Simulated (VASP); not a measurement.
**SiB2: single point with PBE**

Crystal: SiB2.

```
Si B
1.0
     2.98316    0.00000    0.00000
    -1.49158    2.58349    0.00000
     0.00000    0.00000    7.91543
Si B
2 4
Direct
  0.00000 0.00000 0.00000
  0.00000 0.00000 0.50000
  0.33333 0.66667 0.25000
  0.66667 0.33333 0.75000
  0.00000 0.00000 0.25000
  0.00000 0.00000 0.75000
```

The cell was generated, and may not be a known phase.

```yaml
Program: VASP 6.6.1
Task: single point
Functional: PBE
Potentials_or_basis: VASP PAW PBE potentials, release 64 (Si, B)
Cutoff: 520 eV
k_mesh: 12 × 12 × 6
Occupations: gaussian, width 0.1 eV
Spin: no spin polarisation
```

* Pressure: 0.0 GPa
* Band gap on the k mesh: zero (bands 10 and 11 overlap by 3.59 eV)

Stress tensor (GPa, compression positive):
```
 0.07  0.00  0.00
 0.00  0.07  0.00
 0.00  0.00 -0.07
```

Levels at points of the mesh, in eV from the Fermi level:
| k point | band 7 | band 8 | band 9 | band 10 | band 11 | band 12 | band 13 | band 14 |
| --- | --- | --- | --- | --- | --- | --- | --- | --- |
| (0.00, 0.00, 0.00) | 0.15 | 0.38 | 0.38 | 2.18 | 5.19 | 6.81 | 6.81 | 6.83 |
| (0.50, 0.00, 0.00) | -3.49 | -2.54 | -2.08 | -0.71 | -0.51 | 0.37 | 3.58 | 3.84 |
| (0.00, 0.00, 0.50) | 0.26 | 0.26 | 0.26 | 0.26 | 6.59 | 6.59 | 6.59 | 6.59 |
| (0.50, 0.00, 0.50) | -3.38 | -3.38 | -2.33 | -2.33 | 2.08 | 2.08 | 3.63 | 3.63 |

Run time: 31 s on 1 thread of Intel(R) Xeon(R) 6975P-C (Granite Rapids) (shared host), peak memory 0.21 GiB.
